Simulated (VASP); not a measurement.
Here is a VASP 6.6.1 calculation.

Contents of POSCAR:

```
K
1.0
   -2.6125000000      2.6125000000      2.6125000000
    2.6125000000     -2.6125000000      2.6125000000
    2.6125000000      2.6125000000     -2.6125000000
K
1
Direct
    0.0000000000      0.0000000000      0.0000000000
```

File INCAR.step1:

```
SYSTEM = K
ALGO     = Normal         ! electronic algorithm
EDIFF    = 1E-4           ! SCF threshold, eV
ENCUT    = 600            ! plane-wave cutoff, eV
GGA      = PE             ! functional
ISMEAR   = 0              ! smearing method
LASPH    = .TRUE.         ! aspherical terms in the spheres
LCHARG   = .FALSE.        ! write CHGCAR
LREAL    = .FALSE.        ! projectors in reciprocal space
LWAVE    = .TRUE.         ! write WAVECAR
NELM     = 60             ! most SCF steps
PREC     = Accurate       ! precision mode
SIGMA    = 0.1            ! smearing width, eV
```

INCAR.step2

```
SYSTEM = K
ALGO     = Normal         ! electronic algorithm
EDIFF    = 1E-6           ! SCF threshold, eV
EDIFFG   = -0.03          ! ionic threshold
ENCUT    = 600            ! plane-wave cutoff, eV
IBRION   = 2              ! ionic algorithm
ISIF     = 8              ! what is computed and relaxed
ISMEAR   = 0              ! smearing method
ISTART   = 1            
LASPH    = .TRUE.         ! aspherical terms in the spheres
LCHARG   = .FALSE.        ! write CHGCAR
LMIXTAU  = .TRUE.       
LREAL    = .FALSE.        ! projectors in reciprocal space
LWAVE    = .FALSE.        ! write WAVECAR
METAGGA  = R2SCAN         ! meta-GGA
NELM     = 60             ! most SCF steps
NSW      = 80             ! ionic steps
PREC     = Accurate       ! precision mode
SIGMA    = 0.1            ! smearing width, eV
```

File KPOINTS:

```
k-points
0
G
  6 6 6
  0 0 0
```

Potentials or basis: VASP PAW PBE potentials, release 64 (K_sv).

Launch:

```sh
$ cat potpaw_PBE.64/K_sv/POTCAR > POTCAR
$ cp INCAR.step1 INCAR
$ mpirun -np 1 vasp_std > vasp.out
$ cp INCAR.step2 INCAR
$ mpirun -np 1 vasp_std > vasp.out
```

**Question.** Estimate the relaxed volume.

**Answer.** 76.91 Å³/atom.

**Question.** Predict the band gap on the k mesh.

**Answer.** Zero (an odd number of electrons rules out a gap without spin polarisation).

**Question.** Estimate the space group after relaxing (to 0.1 Å).

**Answer.** Im-3m (No. 229).

**Question.** Predict the relaxed cell.

**Answer.** a = 4.640 Å, b = 4.640 Å, c = 4.640 Å, α = 109.47°, β = 109.47°, γ = 109.47°.

Step by step:
```
step  energy change (eV)  largest force (eV/Å)  pressure (GPa)  volume (Å³)
   1              0.0000                0.0000            0.30        71.32
   2             -0.0023                0.0000            0.21        72.72
   3             -0.0042                0.0000            0.12        74.61
   4             -0.0047                0.0000           -0.08        78.48
   5             -0.0050                0.0000            0.00        76.91
```

Caveat: the PAW data sets were made with another functional, which shifts forces and pressure a little. Zero-point motion and thermal expansion aren't in these numbers.
